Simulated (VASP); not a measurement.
The system is V.

```
V
1.0
    -0.07565    2.04813    1.85486
     1.90213    0.02634    1.75288
     1.88239    1.92639    0.04608
V
1
Direct
  0.00000 0.00000 0.00000
```

```yaml
Program: VASP 6.6.1
Task: relaxation of cell and atoms
Functional: BLYP
Dispersion: D4
Potentials_or_basis: VASP PAW PBE potentials, release 64 (V_sv)
Cutoff: 600 eV
k_mesh: 11 × 12 × 12
Occupations: fermi-dirac, width 0.05 eV
Spin: collinear spin, ferromagnetic start
Starting_moments: "[2.0] μB"
```

At the start: pressure 1.2 GPa; volume 13.54 Å³/atom.

How do energy, volume and symmetry change on relaxing?

Over 27 steps the energy falls by 190.6 meV/atom and the volume is 13.29 Å³/atom (-1.8 %); space group C2/m (No. 12, to 0.1 Å) before, Im-3m (No. 229, to 0.1 Å); moment 0.00 μB per cell.

The path:
```csv
step,energy change (eV),largest force (eV/Å),pressure (GPa),volume (Å³)
1,0.0000,0.0000,1.18,13.54
2,-0.0753,0.0000,-2.69,13.71
3,-0.1650,0.0000,-7.51,13.93
4,-0.1697,0.0000,-7.49,13.92
5,-0.1729,0.0000,6.04,12.90
6,-0.1857,0.0000,-1.07,13.37
7,-0.1857,0.0000,-0.86,13.36
8,-0.1878,0.0000,-0.31,13.30
9,-0.1886,0.0000,0.57,13.24
10,-0.1891,0.0000,-0.29,13.31
11,-0.1891,0.0000,-0.60,13.33
12,-0.1895,0.0000,-0.32,13.30
13,-0.1899,0.0000,0.48,13.24
14,-0.1903,0.0000,0.07,13.28
15,-0.1904,0.0000,-0.25,13.31
16,-0.1904,0.0000,-0.79,13.35
17,-0.1904,0.0000,-0.48,13.32
18,-0.1905,0.0000,-0.15,13.30
19,-0.1905,0.0000,-0.16,13.30
20,-0.1906,0.0000,0.10,13.28
21,-0.1906,0.0000,0.10,13.28
22,-0.1906,0.0000,0.12,13.28
23,-0.1906,0.0000,0.16,13.28
24,-0.1906,0.0000,0.14,13.28
25,-0.1906,0.0000,0.13,13.28
26,-0.1906,0.0000,-0.12,13.30
27,-0.1906,0.0000,-0.06,13.29
```

Final structure:
```yaml
crystal:
  lattice:
    - [-0.01757, 2.15668, 1.49155]
    - [2.08337, 0.04130, 1.46862]
    - [2.11298, 2.11948, -0.02020]
  atoms:
    - { symbol: V, position: [0.00000, 0.00000, 0.00000] }
```

Caveat: the moments typed at the start vanished in this run; the PAW data sets were made with another functional, which shifts forces and pressure a little.
